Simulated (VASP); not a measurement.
HfO2:

```xyz
6
Lattice="-1.9712 1.9712 5.0467 1.9712 -1.9712 5.0467 1.9712 1.9712 -5.0467" Properties=species:S:1:pos:R:3 pbc="T T T"
Hf    0.0000    0.0000    0.0000
Hf    0.0000    1.9712    2.5234
O     0.0000    1.9712    4.5955
O     0.0000    0.0000    2.0722
O     0.0000    1.9712    0.4512
O     0.0000    0.0000    8.0213
```

```yaml
Program: VASP 6.6.1
Task: relaxation of cell and atoms
Functional: PBE
Potentials_or_basis: VASP PAW PBE potentials, release 64 (Hf_pv, O)
Cutoff: 600 eV
k_mesh: 8 × 8 × 8
Occupations: gaussian, width 0.1 eV
Spin: no spin polarisation
```

At the start: pressure 16.9 GPa; volume 13.07 Å³/atom.

**Question.** How do energy, volume and symmetry change on relaxing?

**Answer.** Over 10 steps the energy falls by 52.4 meV/atom and the volume is 14.09 Å³/atom (+7.8 %); space group I4_1/amd (No. 141, to 0.1 Å) before and after.

Step by step:
| step | energy change (eV) | largest force (eV/Å) | pressure (GPa) | volume (Å³) |
| --- | --- | --- | --- | --- |
| 1 | 0.0000 | 0.3243 | 16.85 | 78.44 |
| 2 | 0.4339 | 0.8549 | -18.56 | 95.10 |
| 3 | -0.2917 | 0.2793 | -0.36 | 84.44 |
| 4 | -0.2921 | 0.2639 | 0.06 | 84.24 |
| 5 | -0.2920 | 0.2544 | 0.36 | 84.12 |
| 6 | -0.3004 | 0.1081 | 0.15 | 84.38 |
| 7 | -0.3024 | 0.0057 | 0.01 | 84.57 |
| 8 | -0.3083 | 0.0038 | -0.19 | 84.73 |
| 9 | -0.3143 | 0.0172 | -0.65 | 85.08 |
| 10 | -0.3145 | 0.0145 | 0.50 | 84.57 |

Final structure:
```
Hf O
1.0
    -1.99979    1.99979    5.28651
     1.99979   -1.99979    5.28651
     1.99979    1.99979   -5.28651
Hf O
2 4
Direct
  0.00000 0.00000 0.00000
  0.75000 0.25000 0.50000
  0.95191 0.45191 0.50000
  0.20191 0.20191 0.00000
  0.54809 0.04809 0.50000
  0.79809 0.79809 0.00000
```
